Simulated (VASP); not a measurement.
# Cr3Cu (Pm-3m) in VASP: notebook

Cr3Cu is run at these levels: LDA; tasks: single point.

Program: VASP 6.6.1. These are calculated values, not measurements. Logs are shortened: lines on timing, memory, paths and dates and some standing lists are left out, and cuts for length are marked.

## 1. The cell of the first run

The structure is cubic, space group Pm-3m (No. 221). The conventional cell has a = 3.690 Å, b = 3.690 Å, c = 3.690 Å, α = 90.00°, β = 90.00°, γ = 90.00°. Cr (site symmetry 4/mmm) has 8 Cr at 2.61 Å and 4 Cu at 2.61 Å within 3.4 Å. Cu (site symmetry m-3m) has 12 Cr at 2.61 Å within 3.4 Å.

## 2. Single point, LDA, collinear spin, ferromagnetic start

Input file INCAR:

```
SYSTEM = Cr3Cu
PREC = Accurate
ENCUT = 520
EDIFF = 1E-7
ISMEAR = -1
SIGMA = 0.1
LREAL = .False.
LASPH = .True.
NELM = 150
ALGO = Normal
ISIF = 2
LWAVE = .False.
LCHARG = .False.
ISPIN = 2
MAGMOM = 2.1 2.1 2.1 0
LORBIT = 11
LMAXMIX = 4
GGA = CA
NBANDS = 36
```

Input file KPOINTS:

```
regular mesh
0
Gamma
  7 7 7
  0 0 0
```

Input file POSCAR:

```
Cr3Cu
1.0
    3.6898041050      0.0000000000      0.0000000000
    0.0000000000      3.6898041050      0.0000000000
    0.0000000000      0.0000000000      3.6898041050
Cr Cu
3 1
Direct
    0.0000000000      0.5000000000      0.5000000000
    0.5000000000      0.0000000000      0.5000000000
    0.5000000000      0.5000000000      0.0000000000
    0.0000000000      0.0000000000      0.0000000000
```

Potentials or basis: VASP PAW LDA potentials, release 64 (Cr_pv, Cu).

Command:

```bash
$ cat potpaw_LDA.64/Cr_pv/POTCAR potpaw_LDA.64/Cu/POTCAR > POTCAR
$ mpirun -np 1 vasp_std > vasp.out
```

OUTCAR:

```text
SYSTEM = Cr3Cu
   PREC = Accurate
   ENCUT = 520
   EDIFF = 1E-7
   ISMEAR = -1
   LREAL = .False.
   LASPH = .True.
   NELM = 150
   ISIF = 2
   ISPIN = 2
   LORBIT = 11
   GGA = CA

 ion  position               nearest neighbor table
   1  0.000  0.500  0.500-   2 2.61   3 2.61   4 2.61   3 2.61   4 2.61   2 2.61   4 2.61   4 2.61
                             2 2.61   3 2.61   3 2.61   2 2.61
   2  0.500  0.000  0.500-   1 2.61   3 2.61   4 2.61   3 2.61   4 2.61   1 2.61   3 2.61   3 2.61
                             1 2.61   4 2.61   4 2.61   1 2.61
   3  0.500  0.500  0.000-   1 2.61   2 2.61   4 2.61   1 2.61   2 2.61   2 2.61   4 2.61   2 2.61
                             1 2.61   4 2.61   1 2.61   4 2.61
   4  0.000  0.000  0.000-   1 2.61   2 2.61   3 2.61   1 2.61   2 2.61   1 2.61   3 2.61   1 2.61
                             2 2.61   3 2.61   2 2.61   3 2.61

  LATTYP: Found a simple cubic cell.
 ALAT       =     3.6898041050

  Lattice vectors:

 A1 = (   3.6898041050,   0.0000000000,   0.0000000000)
 A2 = (   0.0000000000,   3.6898041050,   0.0000000000)
 A3 = (   0.0000000000,   0.0000000000,   3.6898041050)

Analysis of symmetry for initial positions (statically):
=====================================================================
 Subroutine PRICEL returns:
 Original cell was already a primitive cell.

 Routine SETGRP: Setting up the symmetry group for a
 simple cubic supercell.

 Subroutine GETGRP returns: Found 48 space group operations
 (whereof 48 operations were pure point group operations)
 out of a pool of 48 trial point group operations.

The static configuration has the point symmetry O_h .

Analysis of symmetry for dynamics (positions and initial velocities):
=====================================================================
 Subroutine PRICEL returns:
 Original cell was already a primitive cell.

 Routine SETGRP: Setting up the symmetry group for a
 simple cubic supercell.

 Subroutine GETGRP returns: Found 48 space group operations
 (whereof 48 operations were pure point group operations)
 out of a pool of 48 trial point group operations.

The dynamic configuration has the point symmetry O_h .

Analysis of structural, dynamic, and magnetic symmetry:
=====================================================================
 Subroutine PRICEL returns:
 Original cell was already a primitive cell.

 Routine SETGRP: Setting up the symmetry group for a
 simple cubic supercell.

 Subroutine GETGRP returns: Found 48 space group operations
 (whereof 48 operations were pure point group operations)
 out of a pool of 48 trial point group operations.

The overall configuration has the point symmetry O_h .

 Subroutine INISYM returns: Found 48 space group operations
 (whereof 48 operations are pure point group operations),
 and found     1 'primitive' translations

----------------------------------------------------------------------------------------

                                     Primitive cell

  volume of cell :      50.2354

  direct lattice vectors                    reciprocal lattice vectors
     3.689804105  0.000000000  0.000000000     0.271017098  0.000000000  0.000000000
     0.000000000  3.689804105  0.000000000     0.000000000  0.271017098  0.000000000
     0.000000000  0.000000000  3.689804105     0.000000000  0.000000000  0.271017098

  length of vectors
     3.689804105  3.689804105  3.689804105     0.271017098  0.271017098  0.271017098

  position of ions in fractional coordinates (direct lattice)
     0.000000000  0.500000000  0.500000000
     0.500000000  0.000000000  0.500000000
     0.500000000  0.500000000  0.000000000
     0.000000000  0.000000000  0.000000000

  ion indices of the primitive-cell ions
   primitive index   ion index
                 1           1
                 2           2
                 3           3
                 4           4

----------------------------------------------------------------------------------------

 KPOINTS: regular mesh

Automatic generation of k-mesh.
 Grid dimensions read from file:
 generate k-points for:    7    7    7

 Generating k-lattice:

  Cartesian coordinates                     Fractional coordinates (reciprocal lattice)
     0.038716728  0.000000000  0.000000000     0.142857143  0.000000000  0.000000000
     0.000000000  0.038716728  0.000000000     0.000000000  0.142857143  0.000000000
     0.000000000  0.000000000  0.038716728     0.000000000  0.000000000  0.142857143

  Length of vectors
     0.038716728  0.038716728  0.038716728

  Shift w.r.t. Gamma in fractional coordinates (k-lattice)
     0.000000000  0.000000000  0.000000000

 Subroutine IBZKPT returns following result:
 ===========================================

 Found     20 irreducible k-points:

 Following reciprocal coordinates:
            Coordinates               Weight
  0.000000  0.000000  0.000000      1.000000
  0.142857  0.000000  0.000000      6.000000
  0.285714  0.000000  0.000000      6.000000
  0.428571  0.000000  0.000000      6.000000
  0.142857  0.142857  0.000000     12.000000
  0.285714  0.142857  0.000000     24.000000
[... 12 lines left out ...]
  0.428571  0.428571  0.285714     24.000000
  0.428571  0.428571  0.428571      8.000000
   k-points           NKPTS =     20   k-points in BZ     NKDIM =     20   number of bands    NBANDS=     36
   number of dos      NEDOS =    301   number of ions     NIONS =      4
   total plane-waves  NPLWV =  21952
   dimension x,y,z NGX =    28 NGY =   28 NGZ =   28
   dimension x,y,z NGXF=    56 NGYF=   56 NGZF=   56
   ions per type =               3   1
   NGX,Y,Z   is equivalent  to a cutoff of  12.62, 12.62, 12.62 a.u.
   NGXF,Y,Z  is equivalent  to a cutoff of  25.23, 25.23, 25.23 a.u.
 SYSTEM =  Cr3Cu
   PREC   = accura    normal or accurate (medium, high low for compatibility)
   ISTART =      0    job   : 0-new  1-cont  2-samecut
   ICHARG =      2    charge: 1-file 2-atom 10-const
   ISPIN  =      2    spin polarized calculation?
   LNONCOLLINEAR =      F non collinear calculations
   LSORBIT =      F    spin-orbit coupling
   LASPH  =      T    aspherical Exc in radial PAW
   ENCUT  =  520.0 eV  38.22 Ry    6.18 a.u.   6.86  6.86  6.86*2*pi/ulx,y,z
   NELM   =    150;   NELMIN=  2; NELMDL= -5     # of ELM steps
   EDIFF  = 0.1E-06   stopping-criterion for ELM
   LREAL  =      F    real-space projection
   EDIFFG = 0.1E-05   stopping-criterion for IOM
   NSW    =      0    number of steps for IOM
   IBRION =     -1    ionic relax: 0-MD 1-quasi-New 2-CG
   NFREE  =      0    steps in history (QN), initial steepest desc. (CG)
   ISIF   =      2    stress and relaxation
   ISYM   =      2    0-nonsym 1-usesym 2-fastsym
   POTIM  = 0.5000    time-step for ionic-motion
   TEBEG  =    0.0;   TEEND  =   0.0 temperature during run
   PSTRESS=    0.0 pullay stress
   NELECT =      47.0000    total number of electrons
   NUPDOWN=      -1.0000    fix difference up-down
   EMIN   =  10.00;   EMAX   =-10.00  energy-range for DOS
   EFERMI =   0.00;   METHOD = LEGACY
   ISMEAR =    -1;   SIGMA  =   0.10  broadening in eV -4-tet -1-fermi 0-gaus
   EFERMI_NEDOS =   21; number of points for ismear=-14 and -15
   IALGO  =     38    algorithm
   IMIX   =      4    mixing-type and parameters
     AMIX     =   0.40;   BMIX     =  1.00
     AMIX_MAG =   1.60;   BMIX_MAG =  1.00
  volume/ion in A,a.u.               =      12.56        84.75
  Fermi-wavevector in a.u.,A,eV,Ry     =   1.601170  3.025773 34.881878  2.563746
  Thomas-Fermi vector in A             =   2.698191
   LORBIT       =     11    0 simple, 1 ext, 2 COOP (PROOUT), +10 PAW based schemes
   GGA     = CA    functional components
   LHFCALC =     F    Hartree Fock is set to
   AEXX    =    0.0000 exact exchange contribution
   IVDW    =     0    specifies the selected vdW correction
   LEPSILON=     F    determine dielectric tensor
   LRPA    =     F    only Hartree local field effects (RPA)
 spin polarized calculation
  energy-cutoff  :      520.00
  volume of cell :       50.24
 maximum number of plane-waves:      1370
 NGX is ok and might be reduce to    28
   NGX = 13   NGY = 13   NGZ = 13

 number of electron      47.0000084 magnetization       0.0000768

 number of electron      47.0000084 magnetization      -0.0000061

 Free energy of the ion-electron system (eV)
  ---------------------------------------------------
  ext. energy  EPLUGINS =         0.00000000
  ---------------------------------------------------
  free energy    TOTEN  =       -34.86359488 eV

  energy without entropy =      -34.73915742  energy(sigma->0) =      -34.80137615

 E-fermi :   8.7920     XC(G=0): -13.3325

 val. band max:        8.7113132334   @ k =   0.2857   0.1429   0.1429
 cond. band min:       8.8296850400   @ k =   0.4286   0.0000   0.0000
 fundamental gap:      0.1183718066
 Fermi energy:         8.7919637823

 spin component 1

 k-point     1 :       0.0000    0.0000    0.0000
  band No.  band energies     occupation
      1     -33.9564      1.00000
      2     -33.9564      1.00000
      3     -33.9564      1.00000
      4     -33.6724      1.00000
      5     -33.6724      1.00000
      6     -33.6724      1.00000
[... 749 lines left out ...]
     34      14.3848      0.00000
     35      14.3848      0.00000
 Fermi energy:         8.7919637823

 spin component 2

 k-point     1 :       0.0000    0.0000    0.0000
  band No.  band energies     occupation
      1     -33.9564      1.00000
      2     -33.9564      1.00000
      3     -33.9564      1.00000
      4     -33.6724      1.00000
      5     -33.6724      1.00000
      6     -33.6724      1.00000
[... 749 lines left out ...]
     34      14.3848      0.00000
     35      14.3848      0.00000
 [bands above 35 left out]

------------------------ aborting loop because EDIFF is reached ----------------------------------------

  FORCE on cell =-STRESS in cart. coord.  units (eV):
  Direction    XX          YY          ZZ          XY          YZ          ZX
  --------------------------------------------------------------------------------------
  -------------------------------------------------------------------------------------
  Total       -8.7135632     -8.7135632     -8.7135632      0.0000000     -0.0000000      0.0000000
  in kB     -277.9050489   -277.9050489   -277.9050489      0.0000000     -0.0000000      0.0000000
  external PRESSURE =    -277.9050489 kB  Pullay stress =       0.0000000 kB

 VOLUME and BASIS-vectors are now :
 -----------------------------------------------------------------------------
  energy-cutoff  :      520.00
  volume of cell :       50.24
      direct lattice vectors                 reciprocal lattice vectors
     3.689804105  0.000000000  0.000000000     0.271017098  0.000000000  0.000000000
     0.000000000  3.689804105  0.000000000     0.000000000  0.271017098  0.000000000
     0.000000000  0.000000000  3.689804105     0.000000000  0.000000000  0.271017098

 POSITION                                       TOTAL-FORCE (eV/Angst)
 -----------------------------------------------------------------------------------
      0.00000      1.84490      1.84490         0.000000      0.000000      0.000000
      1.84490      0.00000      1.84490         0.000000      0.000000      0.000000
      1.84490      1.84490      0.00000         0.000000      0.000000      0.000000
      0.00000      0.00000      0.00000         0.000000      0.000000      0.000000
 -----------------------------------------------------------------------------------
    total drift:                                0.000000      0.000000      0.000000

  FREE ENERGIE OF THE ION-ELECTRON SYSTEM (eV)
  ---------------------------------------------------
  free  energy   TOTEN  =       -34.8635948767 eV

  energy  without entropy=      -34.7391574163  energy(sigma->0) =      -34.80137615

 total charge

# of ion       s       p       d       tot
------------------------------------------
    1        0.382   6.299   4.146  10.827
    2        0.382   6.299   4.146  10.827
    3        0.382   6.299   4.146  10.827
    4        0.526   0.532   9.066  10.124
--------------------------------------------------
tot          1.672  19.430  21.505  42.606

 magnetization (x)

# of ion       s       p       d       tot
------------------------------------------
    1       -0.000   0.000  -0.000  -0.000
    2       -0.000   0.000  -0.000  -0.000
    3       -0.000   0.000  -0.000  -0.000
    4        0.000  -0.000  -0.000  -0.000
--------------------------------------------------
tot          0.000   0.000  -0.000  -0.000
```

Run time: 73 s. Hardware: 1 thread of AMD EPYC 9R45 (Zen 5), shared host; peak memory 0.14 GiB.

What came out:

- Free energy: -34.8636 eV
- Pressure: -27.8 GPa
- Net moment: 0.00 μB per cell
- Valence electrons inside the program's atomic spheres: Cr 10.83; Cu 10.12

Caveat: the starting moments collapsed, and a magnetic state may lie lower.

(Continued in part 2 of 2.)
